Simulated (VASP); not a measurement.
# WS2 (Tungstenite) (P1) in VASP: single point with PBE

Aim: the single point of WS2 (Tungstenite) with PBE.

All numbers are computed with VASP 6.6.1; they aren't measurements. Logs are shortened: lines on timing, memory, paths and dates and some standing lists are left out, and cuts for length are marked.

**1. The cell of the first run**

The typed cell holds 3 atoms: a = 6.496 Å, b = 6.506 Å, c = 6.501 Å, α = 28.50°, β = 27.98°, γ = 28.24°.

**2. Single point, PBE (shear xy strain -2.2%)**

The input, INCAR:

```
PREC     = Accurate       # precision mode
ENCUT    = 520            # plane-wave cutoff, eV
EDIFF    = 1E-6           # SCF threshold, eV
ISMEAR   = -1             # smearing method
SIGMA    = 0.02           # smearing width, eV
LREAL    = False          # projectors in reciprocal space
LASPH    = True           # aspherical terms in the spheres
NELM     = 100            # most SCF steps
ALGO     = Normal         # electronic algorithm
ISIF     = 2              # what is computed and relaxed
LWAVE    = False          # write WAVECAR
LCHARG   = False          # write CHGCAR
GGA      = PE             # functional
NBANDS   = 20             # bands
```

The input, KPOINTS:

```
Automatic mesh
0
Gamma
  10 10 10
```

The input, POSCAR:

```
WS2
1.0
    1.5759065407      0.8983259554      6.2374759785
   -1.5958668850      0.9328982858      6.2374759785
    0.0199603442     -1.8312242411      6.2374759785
W S
1 2
Direct
    0.0020874936     -0.0006856584      0.0005962366
    0.2499506226      0.2511401496      0.2505957208
    0.4166618840      0.4182455090      0.4175080426
```

Potentials or basis: VASP PAW PBE potentials, release 64 (W_sv, S).

Launch:

```console
$ cat potpaw_PBE.64/W_sv/POTCAR potpaw_PBE.64/S/POTCAR > POTCAR
$ mpirun -np 1 vasp_std > vasp.out
```

OUTCAR:

```text
PREC = Accurate
   ENCUT = 520
   EDIFF = 1E-6
   ISMEAR = -1
   LREAL = False
   LASPH = True
   NELM = 100
   ISIF = 2
   GGA = PE

 ion  position               nearest neighbor table
   1  0.002  0.999  0.001-   2 2.40   3 2.40   2 2.41   3 2.41   2 2.42   3 2.42
   2  0.250  0.251  0.251-   1 2.40   1 2.41   1 2.42
   3  0.417  0.418  0.418-   1 2.40   1 2.41   1 2.42

  LATTYP: Found a triclinic cell.
 ALAT       =     3.1719618393
 B/A-ratio  =     1.0093944279
 C/A-ratio  =     2.0479090255
 COS(alpha) =     0.0030439864
 COS(beta)  =     0.2410788875
 COS(gamma) =     0.5140479249

  Lattice vectors:

 A1 = (  -3.1717734257,   0.0345723304,   0.0000000000)
 A2 = (  -1.6158272292,   2.7641225269,   0.0000000000)
 A3 = (  -1.5759065407,  -0.8983259554,  -6.2374759785)

Analysis of symmetry for initial positions (statically):
=====================================================================
 Subroutine PRICEL returns:
 Original cell was already a primitive cell.

 Routine SETGRP: Setting up the symmetry group for a
 triclinic supercell.

 Subroutine GETGRP returns: Found  1 space group operations
 (whereof  1 operations were pure point group operations)
 out of a pool of  2 trial point group operations.

The static configuration has the point symmetry C_1 .

Analysis of symmetry for dynamics (positions and initial velocities):
=====================================================================
 Subroutine PRICEL returns:
 Original cell was already a primitive cell.

 Routine SETGRP: Setting up the symmetry group for a
 triclinic supercell.

 Subroutine GETGRP returns: Found  1 space group operations
 (whereof  1 operations were pure point group operations)
 out of a pool of  2 trial point group operations.

The dynamic configuration has the point symmetry C_1 .

 Subroutine INISYM returns: Found  1 space group operations
 (whereof  1 operations are pure point group operations),
 and found     1 'primitive' translations

----------------------------------------------------------------------------------------

                                     Primitive cell

  volume of cell :      54.3366

  direct lattice vectors                    reciprocal lattice vectors
     1.575906541  0.898325955  6.237475979     0.317302832  0.185486190  0.053440420
    -1.595866885  0.932898286  6.237475979    -0.313334159  0.178612247  0.053440420
     0.019960344 -1.831224241  6.237475979    -0.003968673 -0.364098436  0.053440420

  length of vectors
     6.495889279  6.505628095  6.500760511     0.371405563  0.364604592  0.368020788

  position of ions in fractional coordinates (direct lattice)
     0.002087494  0.999314342  0.000596237
     0.249950623  0.251140150  0.250595721
     0.416661884  0.418245509  0.417508043

  ion indices of the primitive-cell ions
   primitive index   ion index
                 1           1
                 2           2
                 3           3

----------------------------------------------------------------------------------------

 KPOINTS: Automatic mesh

Automatic generation of k-mesh.
 Grid dimensions read from file:
 generate k-points for:   10   10   10

 Generating k-lattice:

  Cartesian coordinates                     Fractional coordinates (reciprocal lattice)
     0.031730283  0.018548619  0.005344042     0.100000000 -0.000000000 -0.000000000
    -0.031333416  0.017861225  0.005344042    -0.000000000  0.100000000 -0.000000000
    -0.000396867 -0.036409844  0.005344042     0.000000000  0.000000000  0.100000000

  Length of vectors
     0.037140556  0.036460459  0.036802079

  Shift w.r.t. Gamma in fractional coordinates (k-lattice)
     0.000000000  0.000000000  0.000000000

 Subroutine IBZKPT returns following result:
 ===========================================

 Found    504 irreducible k-points:

 Following reciprocal coordinates:
            Coordinates               Weight
  0.000000  0.000000  0.000000      1.000000
  0.100000  0.000000  0.000000      2.000000
  0.200000  0.000000  0.000000      2.000000
  0.300000  0.000000  0.000000      2.000000
  0.400000  0.000000  0.000000      2.000000
  0.500000  0.000000  0.000000      1.000000
[... 16 lines left out ...]
 -0.400000  0.200000  0.000000      2.000000
 -0.300000  0.200000 -0.000000      2.000000
 [... further k-points ...]
   k-points           NKPTS =    504   k-points in BZ     NKDIM =    504   number of bands    NBANDS=     20
   number of dos      NEDOS =    301   number of ions     NIONS =      3
   total plane-waves  NPLWV = 110592
   dimension x,y,z NGX =    48 NGY =   48 NGZ =   48
   dimension x,y,z NGXF=    96 NGYF=   96 NGZF=   96
   ions per type =               1   2
   NGX,Y,Z   is equivalent  to a cutoff of  12.28, 12.27, 12.28 a.u.
   NGXF,Y,Z  is equivalent  to a cutoff of  24.57, 24.53, 24.55 a.u.
 SYSTEM =  unknown system
   PREC   = accura    normal or accurate (medium, high low for compatibility)
   ISTART =      0    job   : 0-new  1-cont  2-samecut
   ICHARG =      2    charge: 1-file 2-atom 10-const
   ISPIN  =      1    spin polarized calculation?
   LNONCOLLINEAR =      F non collinear calculations
   LSORBIT =      F    spin-orbit coupling
   LASPH  =      T    aspherical Exc in radial PAW
   ENCUT  =  520.0 eV  38.22 Ry    6.18 a.u.  12.08 12.10 12.09*2*pi/ulx,y,z
   NELM   =    100;   NELMIN=  2; NELMDL= -5     # of ELM steps
   EDIFF  = 0.1E-05   stopping-criterion for ELM
   LREAL  =      F    real-space projection
   EDIFFG = 0.1E-04   stopping-criterion for IOM
   NSW    =      0    number of steps for IOM
   IBRION =     -1    ionic relax: 0-MD 1-quasi-New 2-CG
   NFREE  =      0    steps in history (QN), initial steepest desc. (CG)
   ISIF   =      2    stress and relaxation
   ISYM   =      2    0-nonsym 1-usesym 2-fastsym
   POTIM  = 0.5000    time-step for ionic-motion
   TEBEG  =    0.0;   TEEND  =   0.0 temperature during run
   PSTRESS=    0.0 pullay stress
   NELECT =      26.0000    total number of electrons
   NUPDOWN=      -1.0000    fix difference up-down
   EMIN   =  10.00;   EMAX   =-10.00  energy-range for DOS
   EFERMI =   0.00;   METHOD = LEGACY
   ISMEAR =    -1;   SIGMA  =   0.02  broadening in eV -4-tet -1-fermi 0-gaus
   EFERMI_NEDOS =   21; number of points for ismear=-14 and -15
   IALGO  =     38    algorithm
   IMIX   =      4    mixing-type and parameters
     AMIX     =   0.40;   BMIX     =  1.00
     AMIX_MAG =   1.60;   BMIX_MAG =  1.00
  volume/ion in A,a.u.               =      18.11       122.23
  Fermi-wavevector in a.u.,A,eV,Ry     =   1.280467  2.419733 22.308069  1.639597
  Thomas-Fermi vector in A             =   2.412894
   LORBIT       =      0    0 simple, 1 ext, 2 COOP (PROOUT), +10 PAW based schemes
   GGA     = PE    functional components
   LHFCALC =     F    Hartree Fock is set to
   AEXX    =    0.0000 exact exchange contribution
   IVDW    =     0    specifies the selected vdW correction
   LEPSILON=     F    determine dielectric tensor
   LRPA    =     F    only Hartree local field effects (RPA)
 non-spin polarized calculation
  energy-cutoff  :      520.00
  volume of cell :       54.34
 maximum number of plane-waves:      1486
   NGX = 25   NGY = 25   NGZ = 25

 number of electron      26.0000001 magnetization

 Free energy of the ion-electron system (eV)
  ---------------------------------------------------
  ext. energy  EPLUGINS =         0.00000000
  ---------------------------------------------------
  free energy    TOTEN  =       -23.62500787 eV

  energy without entropy =      -23.62500787  energy(sigma->0) =      -23.62500787

 E-fermi :   7.8132     XC(G=0): -10.8105

 val. band max:        7.2196393732   @ k =   0.5000   0.5000   0.5000
 cond. band min:       8.3553148687   @ k =  -0.2000  -0.0000   0.2000
 fundamental gap:      1.1356754955
 Fermi energy:         7.8131533994

 k-point     1 :       0.0000    0.0000    0.0000
  band No.  band energies     occupation
      1     -67.4113      2.00000
      2     -31.6607      2.00000
      3     -31.5195      2.00000
      4     -31.4813      2.00000
      5      -8.3485      2.00000
      6      -6.4098      2.00000
[... 12 lines left out ...]
     19      15.0796      0.00000
     20      15.5336      0.00000

 k-point     2 :       0.1000    0.0000    0.0000
  band No.  band energies     occupation
      1     -67.4095      2.00000
      2     -31.6543      2.00000
      3     -31.5319      2.00000
      4     -31.5126      2.00000
      5      -8.1767      2.00000
      6      -6.3573      2.00000
[... 12 lines left out ...]
     19      15.5828      0.00000
     20      15.7944      0.00000

 k-point     3 :       0.2000    0.0000    0.0000
  band No.  band energies     occupation
      1     -67.4047      2.00000
      2     -31.6376      2.00000
      3     -31.6109      2.00000
      4     -31.5468      2.00000
      5      -7.6977      2.00000
      6      -6.2108      2.00000
[... 12 lines left out ...]
     19      15.7233      0.00000
     20      16.2451      0.00000

 k-point     4 :       0.3000    0.0000    0.0000
  band No.  band energies     occupation
      1     -67.3990      2.00000
      2     -31.7206      2.00000
      3     -31.6169      2.00000
      4     -31.5748      2.00000
      5      -7.0255      2.00000
      6      -6.0076      2.00000
[... 12 lines left out ...]
     19      14.9784      0.00000
     20      15.3705      0.00000

 k-point     5 :       0.4000    0.0000    0.0000
  band No.  band energies     occupation
      1     -67.3942      2.00000
      2     -31.8083      2.00000
      3     -31.6000      2.00000
      4     -31.5970      2.00000
      5      -6.3773      2.00000
      6      -5.8217      2.00000
[... 12 lines left out ...]
     19      13.9979      0.00000
     20      14.6129      0.00000

 k-point     6 :       0.5000    0.0000    0.0000
  band No.  band energies     occupation
      1     -67.3925      2.00000
      2     -31.8414      2.00000
      3     -31.6054      2.00000
      4     -31.5936      2.00000
      5      -6.0885      2.00000
      6      -5.7465      2.00000
[... 12 lines left out ...]
     19      13.7795      0.00000
     20      14.4601      0.00000

 k-point     7 :       0.0000    0.1000    0.0000
  band No.  band energies     occupation
      1     -67.4097      2.00000
      2     -31.6549      2.00000
      3     -31.5510      2.00000
      4     -31.4896      2.00000
      5      -8.1838      2.00000
      6      -6.3639      2.00000
[... 12 lines left out ...]
     19      15.5869      0.00000
     20      15.7584      0.00000
[... 277 lines left out ...]
 k-point    20 :       0.3000    0.2000    0.0000
  band No.  band energies     occupation
      1     -67.4012      2.00000
      2     -31.6840      2.00000
      3     -31.6247      2.00000
      4     -31.5600      2.00000
      5      -7.2505      2.00000
      6      -6.1338      2.00000
[... 12 lines left out ...]
     19      15.2772      0.00000
     20      15.9803      0.00000

 k-point    21 :       0.4000    0.2000    0.0000
  band No.  band energies     occupation
      1     -67.3965      2.00000
      2     -31.7479      2.00000
      3     -31.6079      2.00000
      4     -31.6072      2.00000
      5      -6.6530      2.00000
      6      -5.9464      2.00000
[... 12 lines left out ...]
     19      15.1737      0.00000
     20      15.7876      0.00000

 k-point    22 :       0.5000    0.2000    0.0000
  band No.  band energies     occupation
      1     -67.3928      2.00000
      2     -31.7899      2.00000
      3     -31.6525      2.00000
      4     -31.5946      2.00000
      5      -6.1083      2.00000
      6      -5.7642      2.00000
[... 12 lines left out ...]
     19      15.1623      0.00000
     20      15.6273      0.00000

 k-point    23 :      -0.4000    0.2000    0.0000
  band No.  band energies     occupation
      1     -67.3916      2.00000
      2     -31.8017      2.00000
      3     -31.6713      2.00000
      4     -31.5899      2.00000
      5      -5.8960      2.00000
      6      -5.6826      2.00000
[... 12 lines left out ...]
     19      15.3620      0.00000
     20      15.8613      0.00000

 k-point    24 :      -0.3000    0.2000   -0.0000
  band No.  band energies     occupation
      1     -67.3932      2.00000
      2     -31.7869      2.00000
      3     -31.6487      2.00000
      4     -31.5956      2.00000
      5      -6.1620      2.00000
      6      -5.7447      2.00000
[... 12 lines left out ...]
     19      14.9093      0.00000
     20      15.9621      0.00000

 [... further k-points ...]

------------------------ aborting loop because EDIFF is reached ----------------------------------------

  FORCE on cell =-STRESS in cart. coord.  units (eV):
  Direction    XX          YY          ZZ          XY          YZ          ZX
  --------------------------------------------------------------------------------------
  -------------------------------------------------------------------------------------
  Total        0.9570855      0.9833804      1.3983341      0.6934732      0.0003364      0.0236297
  in kB       28.2207844     28.9961218     41.2315164     20.4478690      0.0099198      0.6967496
  external PRESSURE =      32.8161409 kB  Pullay stress =       0.0000000 kB

 VOLUME and BASIS-vectors are now :
 -----------------------------------------------------------------------------
  energy-cutoff  :      520.00
  volume of cell :       54.34
      direct lattice vectors                 reciprocal lattice vectors
     1.575906541  0.898325955  6.237475979     0.317302832  0.185486190  0.053440420
    -1.595866885  0.932898286  6.237475979    -0.313334159  0.178612247  0.053440420
     0.019960344 -1.831224241  6.237475979    -0.003968673 -0.364098436  0.053440420

 POSITION                                       TOTAL-FORCE (eV/Angst)
 -----------------------------------------------------------------------------------
     -1.59147      0.93304      6.24994         0.018834      0.000139      0.001962
     -0.00189     -0.00007      4.68863        -0.010115     -0.000065     -0.196682
     -0.00251     -0.00007      7.81191        -0.008719     -0.000074      0.194720
 -----------------------------------------------------------------------------------
    total drift:                                0.000024     -0.000059     -0.000206

  FREE ENERGIE OF THE ION-ELECTRON SYSTEM (eV)
  ---------------------------------------------------
  free  energy   TOTEN  =       -23.6250078728 eV

  energy  without entropy=      -23.6250078728  energy(sigma->0) =      -23.62500787
```

Wall time 10 min (1 thread of Intel Xeon 6975P-C (Granite Rapids), shared host); peak memory 0.69 GiB.

What came out:

| Item | Value |
| --- | --- |
| Free energy | -23.6250 eV |
| Pressure | 3.3 GPa |
| Largest force | 0.197 eV/Å |
| Band gap on the k mesh | 1.14 eV, indirect (least direct gap 2.12 eV) |

Forces on the atoms (eV/Å):
```
W    0.019  0.000  0.002
S   -0.010  0.000 -0.197
S   -0.009  0.000  0.195
```

Stress tensor (GPa, compression positive):
```
2.82 2.04 0.07
2.04 2.90 0.00
0.07 0.00 4.12
```

Caveat: the cell differs from its parent crystal (shear xy strain -2.2%); spin-orbit coupling is left out, which moves the levels of the heavy elements.
